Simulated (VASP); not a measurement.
A run of VASP 6.6.1 is set up as follows.

Contents of INCAR:

```
SYSTEM = Cs8Sn8HI24
  PREC = Accurate
  ENCUT = 400
  EDIFF = 1E-6
  ISMEAR = -1
  SIGMA = 0.05
  LREAL = Auto
  LASPH = .TRUE.
  NELM = 200
  ALGO = Normal
  ISIF = 2
  LWAVE = .FALSE.
  LCHARG = .TRUE.
  ISPIN = 2
  MAGMOM = 0 0.111 0 0.111 0 0 0 0 0.111 0.111 0 0 0 0 0 0 0 0 0 0 0.111 0 0 0.111 0.111 0 0 0 0 0 0 0 0 0 0 0 0 0 0 0.111 0.111
  LORBIT = 11
  GGA = PS
  LELF = .TRUE.
  LVHAR = .TRUE.
  NBANDS = 206
  ISYM = -1
  GGA_COMPAT = .FALSE.
  KPAR = 1
```

KPOINTS

```
explicit points
1
Reciprocal
  0.25000000   0.25000000   0.25000000 1
```

POSCAR

```
Cs8Sn8HI24
1.0
   12.3144620000      0.0000000000      0.0000000000
    0.0000000000     12.3144620000      0.0000000000
    0.0000000000      0.0000000000     12.3144620000
Cs Sn I H
8 8 24 1
Direct
    0.0049960000      0.9875450000      0.9929750000
    0.9679320000      0.9741440000      0.4966970000
    0.0402270000      0.4990730000      0.9902000000
    0.0018390000      0.5223220000      0.5052030000
    0.4830620000      0.0006870000      0.0152540000
    0.5140120000      0.9909070000      0.5002090000
    0.5136460000      0.5146270000      0.0084240000
    0.5361670000      0.4934320000      0.4999190000
    0.2361680000      0.2523910000      0.2413660000
    0.2527870000      0.2482440000      0.7551120000
    0.2425430000      0.7515420000      0.2478120000
    0.2485740000      0.7497020000      0.7452910000
    0.7412670000      0.2502600000      0.2449110000
    0.7506730000      0.2499910000      0.7496930000
    0.7427130000      0.7499570000      0.2452200000
    0.7455280000      0.7495320000      0.7496030000
    0.2997120000      0.2810700000      0.0046780000
    0.2641250000      0.7327450000      0.9964210000
    0.2228160000      0.7765700000      0.4967210000
    0.6925790000      0.2399960000      0.9979640000
    0.7781410000      0.2654060000      0.4975060000
    0.7218350000      0.7685330000      0.9971090000
    0.7563090000      0.7369670000      0.4970600000
    0.9902180000      0.2488660000      0.1756450000
    0.0014570000      0.2455890000      0.7933140000
    0.9921270000      0.7498190000      0.2280480000
    0.9960140000      0.7514850000      0.7618760000
    0.4907180000      0.2455620000      0.2963880000
    0.4984960000      0.2479080000      0.7029540000
    0.4923320000      0.7495740000      0.2651090000
    0.4965380000      0.7427390000      0.7236040000
    0.2405030000      0.0018600000      0.2247550000
    0.2554530000      0.0008920000      0.7784270000
    0.2350950000      0.5022820000      0.2665100000
    0.2406940000      0.4982720000      0.7269070000
    0.7425900000      0.9999270000      0.2620650000
    0.7471320000      0.9995020000      0.7349090000
    0.7402500000      0.5005230000      0.2382610000
    0.7491930000      0.4998310000      0.7615020000
    0.1245710000      0.2362840000      0.4652770000
    0.2199310000      0.2358920000      0.6069080000
```

Potentials or basis: VASP PAW PBE potentials, release 64 (Cs_sv, Sn_d, I, H).

Launch:

```sh
$ cat potpaw_PBE.64/Cs_sv/POTCAR potpaw_PBE.64/Sn_d/POTCAR potpaw_PBE.64/I/POTCAR potpaw_PBE.64/H/POTCAR > POTCAR
$ mpirun -np 4 vasp_std > vasp.out
```

Estimate the net moment.

0.92 μB per cell.

What does it give for the pressure?

-0.3 GPa.

Stress tensor (GPa, compression positive):
```
-0.50 -0.03  0.01
-0.03 -0.29 -0.05
 0.01 -0.05 -0.24
```

Caveat: the PAW data sets were made with another functional, which shifts forces and pressure a little.
